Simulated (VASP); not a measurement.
# BiB (Pnma) in VASP: single point with LDA

Aim: the single point of BiB with LDA.

Everything below comes from runs of VASP 6.6.1. Logs are shortened: lines on timing, memory, paths and dates and some standing lists are left out, and cuts for length are marked.

## 1. The cell of the first run

The structure is orthorhombic, space group Pnma (No. 62). The conventional cell has a = 7.397 Å, b = 3.896 Å, c = 5.529 Å, α = 90.00°, β = 90.00°, γ = 90.00°. Bi (site symmetry m) has 7 B at 2.88 to 3.08 Å and 10 Bi at 3.54 to 3.93 Å within 4.0 Å. Within 3.1 Å of B (site symmetry m) lie 2 B at 2.34 Å and 7 Bi at 2.88 to 3.08 Å.

## 2. Single point, LDA

INCAR

```
SYSTEM = BiB
  PREC = Accurate
  ENCUT = 520
  EDIFF = 1E-7
  ISMEAR = -1
  SIGMA = 0.1
  LREAL = .FALSE.
  LASPH = .TRUE.
  NELM = 60
  ALGO = Normal
  ISIF = 2
  LWAVE = .FALSE.
  LCHARG = .FALSE.
  GGA = CA
  NBANDS = 46
```

KPOINTS

```
Automatic mesh
0
G
  6 5 9
  0 0 0
```

POSCAR

```
BiB
1.0
    5.5292900000      0.0000000000      0.0000000000
    0.0000000000      7.3974200000      0.0000000000
    0.0000000000      0.0000000000      3.8958490000
Bi B
4 4
Direct
    0.1300000000      0.1800000000      0.2500000000
    0.8700000000      0.8200000000      0.7500000000
    0.6300000000      0.3200000000      0.7500000000
    0.3700000000      0.6800000000      0.2500000000
    0.6100000000      0.0300000000      0.2500000000
    0.3900000000      0.9700000000      0.7500000000
    0.1100000000      0.4700000000      0.7500000000
    0.8900000000      0.5300000000      0.2500000000
```

Potentials or basis: VASP PAW LDA potentials, release 64 (Bi_d, B).

The run is started by

```console
$ cat potpaw_LDA.64/Bi_d/POTCAR potpaw_LDA.64/B/POTCAR > POTCAR
$ mpirun -np 1 vasp_std > vasp.out
```

OUTCAR:

```text
SYSTEM = BiB
   PREC = Accurate
   ENCUT = 520
   EDIFF = 1E-7
   ISMEAR = -1
   LREAL = .FALSE.
   LASPH = .TRUE.
   NELM = 60
   ISIF = 2
   GGA = CA

 ion  position               nearest neighbor table
   1  0.130  0.180  0.250-   6 2.88   6 2.88   5 2.88   7 2.90   7 2.90   8 2.91   3 3.54   3 3.54
                             3 3.54   3 3.54   2 3.60   2 3.60
   2  0.870  0.820  0.750-   5 2.88   5 2.88   6 2.88   8 2.90   8 2.90   7 2.91   4 3.54   4 3.54
                             4 3.54   4 3.54   1 3.60   1 3.60
   3  0.630  0.320  0.750-   8 2.88   8 2.88   7 2.88   5 2.90   5 2.90   6 2.91   1 3.54   1 3.54
                             1 3.54   1 3.54   4 3.60   4 3.60
   4  0.370  0.680  0.250-   7 2.88   7 2.88   8 2.88   6 2.90   6 2.90   5 2.91   2 3.54   2 3.54
                             2 3.54   2 3.54   3 3.60   3 3.60
   5  0.610  0.030  0.250-   2 2.88   2 2.88   1 2.88   3 2.90   3 2.90   4 2.91
   6  0.390  0.970  0.750-   1 2.88   1 2.88   2 2.88   4 2.90   4 2.90   3 2.91
   7  0.110  0.470  0.750-   4 2.88   4 2.88   3 2.88   1 2.90   1 2.90   2 2.91
   8  0.890  0.530  0.250-   3 2.88   3 2.88   4 2.88   2 2.90   2 2.90   1 2.91

  LATTYP: Found a simple orthorhombic cell.
 ALAT       =     3.8958490000
 B/A-ratio  =     1.4192772872
 C/A-ratio  =     1.8987953589

  Lattice vectors:

 A1 = (   0.0000000000,   0.0000000000,   3.8958490000)
 A2 = (   5.5292900000,   0.0000000000,   0.0000000000)
 A3 = (   0.0000000000,   7.3974200000,   0.0000000000)

Analysis of symmetry for initial positions (statically):
=====================================================================
 Subroutine PRICEL returns:
 Original cell was already a primitive cell.

 Routine SETGRP: Setting up the symmetry group for a
 simple orthorhombic supercell.

 Subroutine GETGRP returns: Found  8 space group operations
 (whereof  2 operations were pure point group operations)
 out of a pool of  8 trial point group operations.

The static configuration has the point symmetry S_2 .
 The point group associated with its full space group is D_2h.

Analysis of symmetry for dynamics (positions and initial velocities):
=====================================================================
 Subroutine PRICEL returns:
 Original cell was already a primitive cell.

 Routine SETGRP: Setting up the symmetry group for a
 simple orthorhombic supercell.

 Subroutine GETGRP returns: Found  8 space group operations
 (whereof  2 operations were pure point group operations)
 out of a pool of  8 trial point group operations.

The dynamic configuration has the point symmetry S_2 .
 The point group associated with its full space group is D_2h.

 Subroutine INISYM returns: Found  8 space group operations
 (whereof  2 operations are pure point group operations),
 and found     1 'primitive' translations

----------------------------------------------------------------------------------------

                                     Primitive cell

  volume of cell :     159.3499

  direct lattice vectors                    reciprocal lattice vectors
     5.529290000  0.000000000  0.000000000     0.180855046  0.000000000  0.000000000
     0.000000000  7.397420000  0.000000000     0.000000000  0.135182266  0.000000000
     0.000000000  0.000000000  3.895849000     0.000000000  0.000000000  0.256683460

  length of vectors
     5.529290000  7.397420000  3.895849000     0.180855046  0.135182266  0.256683460

  position of ions in fractional coordinates (direct lattice)
     0.130000000  0.180000000  0.250000000
     0.870000000  0.820000000  0.750000000
     0.630000000  0.320000000  0.750000000
     0.370000000  0.680000000  0.250000000
     0.610000000  0.030000000  0.250000000
     0.390000000  0.970000000  0.750000000
     0.110000000  0.470000000  0.750000000
     0.890000000  0.530000000  0.250000000

  ion indices of the primitive-cell ions
   primitive index   ion index
                 1           1
                 2           2
                 3           3
                 4           4
                 5           5
                 6           6
                 7           7
                 8           8

----------------------------------------------------------------------------------------

 KPOINTS: Automatic mesh

Automatic generation of k-mesh.
 Grid dimensions read from file:
 generate k-points for:    6    5    9

 Generating k-lattice:

  Cartesian coordinates                     Fractional coordinates (reciprocal lattice)
     0.030142508  0.000000000  0.000000000     0.166666667  0.000000000  0.000000000
     0.000000000  0.027036453  0.000000000     0.000000000  0.200000000  0.000000000
     0.000000000  0.000000000  0.028520384     0.000000000  0.000000000  0.111111111

  Length of vectors
     0.030142508  0.027036453  0.028520384

  Shift w.r.t. Gamma in fractional coordinates (k-lattice)
     0.000000000  0.000000000  0.000000000

 Subroutine IBZKPT returns following result:
 ===========================================

 Found     60 irreducible k-points:

 Following reciprocal coordinates:
            Coordinates               Weight
  0.000000  0.000000  0.000000      1.000000
  0.166667  0.000000  0.000000      2.000000
  0.333333  0.000000  0.000000      2.000000
  0.500000  0.000000  0.000000      1.000000
  0.000000  0.200000  0.000000      2.000000
  0.166667  0.200000  0.000000      4.000000
[... 16 lines left out ...]
  0.333333  0.400000  0.111111      8.000000
  0.500000  0.400000  0.111111      4.000000
 [... further k-points ...]
   k-points           NKPTS =     60   k-points in BZ     NKDIM =     60   number of bands    NBANDS=     46
   number of dos      NEDOS =    301   number of ions     NIONS =      8
   total plane-waves  NPLWV =  70560
   dimension x,y,z NGX =    42 NGY =   56 NGZ =   30
   dimension x,y,z NGXF=    84 NGYF=  112 NGZF=   60
   ions per type =               4   4
   NGX,Y,Z   is equivalent  to a cutoff of  12.63, 12.59, 12.80 a.u.
   NGXF,Y,Z  is equivalent  to a cutoff of  25.26, 25.17, 25.60 a.u.
 SYSTEM =  BiB
   PREC   = accura    normal or accurate (medium, high low for compatibility)
   ISTART =      0    job   : 0-new  1-cont  2-samecut
   ICHARG =      2    charge: 1-file 2-atom 10-const
   ISPIN  =      1    spin polarized calculation?
   LNONCOLLINEAR =      F non collinear calculations
   LSORBIT =      F    spin-orbit coupling
   LASPH  =      T    aspherical Exc in radial PAW
   ENCUT  =  520.0 eV  38.22 Ry    6.18 a.u.  10.28 13.75  7.24*2*pi/ulx,y,z
   NELM   =     60;   NELMIN=  2; NELMDL= -5     # of ELM steps
   EDIFF  = 0.1E-06   stopping-criterion for ELM
   LREAL  =      F    real-space projection
   EDIFFG = 0.1E-05   stopping-criterion for IOM
   NSW    =      0    number of steps for IOM
   IBRION =     -1    ionic relax: 0-MD 1-quasi-New 2-CG
   NFREE  =      0    steps in history (QN), initial steepest desc. (CG)
   ISIF   =      2    stress and relaxation
   ISYM   =      2    0-nonsym 1-usesym 2-fastsym
   POTIM  = 0.5000    time-step for ionic-motion
   TEBEG  =    0.0;   TEEND  =   0.0 temperature during run
   PSTRESS=    0.0 pullay stress
   NELECT =      72.0000    total number of electrons
   NUPDOWN=      -1.0000    fix difference up-down
   EMIN   =  10.00;   EMAX   =-10.00  energy-range for DOS
   EFERMI =   0.00;   METHOD = LEGACY
   ISMEAR =    -1;   SIGMA  =   0.10  broadening in eV -4-tet -1-fermi 0-gaus
   EFERMI_NEDOS =   21; number of points for ismear=-14 and -15
   IALGO  =     38    algorithm
   IMIX   =      4    mixing-type and parameters
     AMIX     =   0.40;   BMIX     =  1.00
     AMIX_MAG =   1.60;   BMIX_MAG =  1.00
  volume/ion in A,a.u.               =      19.92       134.42
  Fermi-wavevector in a.u.,A,eV,Ry     =   1.256228  2.373926 21.471468  1.578108
  Thomas-Fermi vector in A             =   2.389946
   LORBIT       =      0    0 simple, 1 ext, 2 COOP (PROOUT), +10 PAW based schemes
   GGA     = CA    functional components
   LHFCALC =     F    Hartree Fock is set to
   AEXX    =    0.0000 exact exchange contribution
   IVDW    =     0    specifies the selected vdW correction
   LEPSILON=     F    determine dielectric tensor
   LRPA    =     F    only Hartree local field effects (RPA)
 non-spin polarized calculation
  energy-cutoff  :      520.00
  volume of cell :      159.35
 maximum number of plane-waves:      4321
 NGX is ok and might be reduce to    42
   NGX = 21   NGY = 27   NGZ = 15

 number of electron      71.9999995 magnetization

 Free energy of the ion-electron system (eV)
  ---------------------------------------------------
  ext. energy  EPLUGINS =         0.00000000
  ---------------------------------------------------
  free energy    TOTEN  =       -36.77827134 eV

  energy without entropy =      -36.63257315  energy(sigma->0) =      -36.70542225

 E-fermi :   7.3497     XC(G=0): -10.8040

 val. band max:        7.3461518196   @ k =   0.3333   0.4000   0.0000
 cond. band min:       7.3686333653   @ k =   0.1667   0.2000   0.3333
 fundamental gap:      0.0224815457
 Fermi energy:         7.3497033029

 k-point     1 :       0.0000    0.0000    0.0000
  band No.  band energies     occupation
      1     -15.8274      2.00000
      2     -15.8175      2.00000
      3     -15.8122      2.00000
      4     -15.7998      2.00000
      5     -15.7903      2.00000
      6     -15.7755      2.00000
[... 38 lines left out ...]
     45      10.5939      0.00000
     46      11.0421      0.00000

 k-point     2 :       0.1667    0.0000    0.0000
  band No.  band energies     occupation
      1     -15.8235      2.00000
      2     -15.8102      2.00000
      3     -15.8083      2.00000
      4     -15.8031      2.00000
      5     -15.8022      2.00000
      6     -15.7833      2.00000
[... 1070 lines left out ...]
 k-point    24 :       0.5000    0.4000    0.1111
  band No.  band energies     occupation
      1     -15.8168      2.00000
      2     -15.8168      2.00000
      3     -15.7972      2.00000
      4     -15.7972      2.00000
      5     -15.7865      2.00000
      6     -15.7865      2.00000
[... 38 lines left out ...]
     45      10.6617      0.00000
     46      10.6617      0.00000

 [... further k-points ...]

------------------------ aborting loop because EDIFF is reached ----------------------------------------

  FORCE on cell =-STRESS in cart. coord.  units (eV):
  Direction    XX          YY          ZZ          XY          YZ          ZX
  --------------------------------------------------------------------------------------
  -------------------------------------------------------------------------------------
  Total       -8.0461284     -5.9255275    -17.0085302      0.0000000      0.0000000      0.0000000
  in kB      -80.8994893    -59.5779892   -171.0116139      0.0000000      0.0000000      0.0000000
  external PRESSURE =    -103.8296975 kB  Pullay stress =       0.0000000 kB

 VOLUME and BASIS-vectors are now :
 -----------------------------------------------------------------------------
  energy-cutoff  :      520.00
  volume of cell :      159.35
      direct lattice vectors                 reciprocal lattice vectors
     5.529290000  0.000000000  0.000000000     0.180855046  0.000000000  0.000000000
     0.000000000  7.397420000  0.000000000     0.000000000  0.135182266  0.000000000
     0.000000000  0.000000000  3.895849000     0.000000000  0.000000000  0.256683460

 POSITION                                       TOTAL-FORCE (eV/Angst)
 -----------------------------------------------------------------------------------
      0.71881      1.33154      0.97396         0.100065     -0.021925     -0.000000
      4.81048      6.06588      2.92189        -0.100065      0.021925      0.000000
      3.48345      2.36717      2.92189         0.100065      0.021925     -0.000000
      2.04584      5.03025      0.97396        -0.100065     -0.021925      0.000000
      3.37287      0.22192      0.97396        -0.865372     -0.127568      0.000000
      2.15642      7.17550      2.92189         0.865372      0.127568      0.000000
      0.60822      3.47679      2.92189        -0.865372      0.127568      0.000000
      4.92107      3.92063      0.97396         0.865372     -0.127568      0.000000
 -----------------------------------------------------------------------------------
    total drift:                               -0.000000      0.000000     -0.000000

  FREE ENERGIE OF THE ION-ELECTRON SYSTEM (eV)
  ---------------------------------------------------
  free  energy   TOTEN  =       -36.7782713416 eV

  energy  without entropy=      -36.6325731536  energy(sigma->0) =      -36.70542225
```

It took 4.8 min on 1 thread of Intel Xeon Platinum 8375C at 2.90GHz (Ice Lake), shared host; peak memory 0.42 GiB.

Results:

| Quantity | Value |
| --- | --- |
| Free energy | -36.7783 eV |
| Pressure | -10.4 GPa |
| Largest force | 0.875 eV/Å |
| Band gap on the k mesh | zero (bands 36 and 37 overlap by 1.72 eV) |

Forces in eV/Å, atoms in the order of the input:
```
Bi   0.100 -0.022  0.000
Bi  -0.100  0.022  0.000
Bi   0.100  0.022  0.000
Bi  -0.100 -0.022  0.000
B   -0.865 -0.128  0.000
B    0.865  0.128  0.000
B   -0.865  0.128  0.000
B    0.865 -0.128  0.000
```

Levels at points of the mesh, in eV from the Fermi level:
| k point | band 32 | band 33 | band 34 | band 35 | band 36 | band 37 | band 38 | band 39 | band 40 | band 41 |
| --- | --- | --- | --- | --- | --- | --- | --- | --- | --- | --- |
| (0.00, 0.00, 0.00) | -1.39 | -1.38 | -0.26 | -0.08 | 0.32 | 0.53 | 0.95 | 1.10 | 1.53 | 2.08 |
| (0.50, 0.00, 0.00) | -2.14 | -0.74 | -0.74 | 0.51 | 0.51 | 0.61 | 0.61 | 0.73 | 0.73 | 1.51 |

Caveat: the cell stands under tension; spin-orbit coupling is left out, which moves the levels of the heavy elements.
